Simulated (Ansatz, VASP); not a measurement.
# AlCu3: VASP beside Ansatz

```
Al Cu
1.0
     3.52291    0.00000    0.00000
     0.00000    3.52291    0.00000
     0.00000    0.00000    3.52291
Al Cu
1 3
Direct
  0.00000 0.00000 0.00000
  0.50000 0.50000 0.00000
  0.50000 0.00000 0.50000
  0.00000 0.50000 0.50000
```

Change from the starting cell: strain -0.030 along x and y, -0.030 along z, atoms carried along.

Alike in both runs: task single point; functional PBEsol; k mesh 14 × 14 × 14; occupations gaussian, width 0.15 eV; no spin polarisation.

|  | VASP | Ansatz |
| --- | --- | --- |
| version | VASP 6.6.1 | Ansatz 0.2.0 |
| potentials or method | VASP PAW PBE potentials, release 64 (Al, Cu), cutoff 520 eV | scalar-relativistic, plane waves, PAW |
| valence electrons in the cell | 36 | 60 |

VASP gave:

```
gap on the k mesh at the Fermi level (eV) : none
pressure (GPa)                            : 17.9
```

Problem. Which values does Ansatz return?

Solution. gap on the k mesh at the Fermi level (eV): none; pressure (GPa): 17.3.

VASP's potentials were made for PBE, not for PBEsol. A gap of «none» marks a metal or a gap that the smearing closes. VASP's potentials hold 36 valence electrons a cell and Ansatz's 60, so a difference there can come from the potentials and not from the codes.
